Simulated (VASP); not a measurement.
A run of VASP 6.6.1 is set up as follows.

INCAR

```
ALGO = Normal
EDIFF = 1E-6
ENCUT = 820
GGA = PE
GGA_COMPAT = False
ISIF = 2
ISMEAR = 0
LASPH = True
LCHARG = True
LELF = True
LREAL = False
LVHAR = True
LWAVE = False
NBANDS = 20
NELM = 120
PREC = Accurate
SIGMA = 0.1
```

Contents of KPOINTS:

```
k-points
0
Gamma
  6 6 6
```

The input POSCAR:

```
CuF
1.0
    0.0000000000      2.9228089543      2.9374785382
    1.8670545203      0.0000000000      2.9374785382
    1.8670545203      2.9228089543      0.0000000000
Cu F
1 1
Direct
    0.0000000000      0.0000000000      0.0000000000
    0.5000000000      0.5000000000      0.5000000000
```

Potentials or basis: VASP PAW PBE potentials, release 64 (Cu_sv_GW, F).

Run with:

```bash
$ cat potpaw_PBE.64/Cu_sv_GW/POTCAR potpaw_PBE.64/F/POTCAR > POTCAR
$ mpirun -np 1 vasp_std > vasp.out
```

Q: Estimate the band gap on the k mesh.

A: 0.61 eV (least direct gap 1.22 eV).

Q: What does it give for the pressure?

A: -0.2 GPa.

Stress tensor (GPa, compression positive):
```
-0.12  0.00  0.00
 0.00 -0.25  0.00
 0.00  0.00 -0.33
```

Caveat: semilocal functionals underestimate gaps, and a narrow one can read as zero. A k mesh can miss the band edges.
